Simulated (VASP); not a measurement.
The system is Sc.

```
CELL_PARAMETERS angstrom
3.30900 0.00000 0.00000
-1.65450 2.86568 0.00000
0.00000 0.00000 5.27330
ATOMIC_POSITIONS crystal
Sc 0.33333 0.66667 0.25000
Sc 0.66667 0.33333 0.75000
```

| Quantity | Value |
| --- | --- |
| Program | VASP 6.6.1 |
| Task | relaxation of cell and atoms |
| Functional | LDA |
| Potentials or basis | VASP PAW LDA potentials, release 64 (Sc_sv) |
| Cutoff | 600 eV |
| k mesh | 6 × 6 × 4 |
| Occupations | fermi-dirac, width 0.05 eV |
| Spin | no spin polarisation |

At the start: pressure -5.3 GPa; volume 25.00 Å³/atom.

Question: Where does the relaxation end?

Answer: Over 6 steps the energy falls by 48.9 meV/atom and the volume is 22.60 Å³/atom (-9.6 %); space group P6_3/mmc (No. 194, to 0.1 Å) before and after.

The path:
```tsv
step	energy change (eV)	largest force (eV/Å)	pressure (GPa)	volume (Å³)
1	0.0000	0.0000	-5.32	50.00
2	-0.0911	0.0000	1.38	44.23
3	-0.0941	0.0000	0.24	45.01
4	-0.0941	0.0000	0.10	45.11
5	-0.0973	0.0000	0.00	45.17
6	-0.0978	0.0000	-0.05	45.19
```

Final structure:
```
Sc
1.0
     3.23818    0.00000    0.00000
    -1.61909    2.80435    0.00000
     0.00000    0.00000    4.97686
Sc
2
Direct
  0.33333 0.66667 0.25000
  0.66667 0.33333 0.75000
```

Caveat: the k points lie up to 0.37 Å⁻¹ apart in the final cell, too coarse for converged energies and pressures of a metal.
